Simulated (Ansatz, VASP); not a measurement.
# Two plane-wave programs on RbNaPt6

```
Rb Na Pt
1.0
     4.11087    0.00000    0.00000
     0.00000    4.11087    0.00000
     0.00000    0.00000    8.29480
Rb Na Pt
1 1 6
Cartesian
  0.0000 0.0000 0.0000
  0.0000 0.0000 4.1474
  2.0554 2.0554 0.0000
  2.0554 2.0554 4.1474
  2.0554 0.0000 2.2632
  2.0554 0.0000 6.0316
  0.0000 2.0554 2.2632
  0.0000 2.0554 6.0316
```

Change from the starting cell: species swapped into the LaCePd6 type (P4/mmm, No. 123).

Alike in both runs: functional PBE; k mesh 10 × 10 × 6; occupations gaussian, width 0.1 eV; no spin polarisation.

Ansatz relaxed the structure, and its values are those at the end. VASP's run is a single point on that final structure, the one shown.

|  | VASP | Ansatz |
| --- | --- | --- |
| version | VASP 6.6.1 | Ansatz 0.2.0 |
| potentials or method | VASP PAW PBE potentials, release 64 (Rb_sv, Na_pv, Pt), cutoff 520 eV | scalar-relativistic, plane waves, PAW |
| valence electrons in the cell | 76 | 126 |

Ansatz gave:

| Item | Value |
| --- | --- |
| gap on the k mesh at the Fermi level (eV) | none |
| pressure (GPa) | 0.0 |
| rms of the force components (eV/Å) | 0.000 |

**Question.** What did VASP give for the same quantities?

**Answer.** gap on the k mesh at the Fermi level (eV): none; pressure (GPa): 0.1; rms of the force components (eV/Å): 0.006.

A gap of «none» marks a metal or a gap that the smearing closes. With one functional, cell and mesh, what is left measures potentials, basis and numerics. VASP's potentials hold 76 valence electrons a cell and Ansatz's 126, so a difference there can come from the potentials and not from the codes.

Spin-orbit coupling is off throughout.
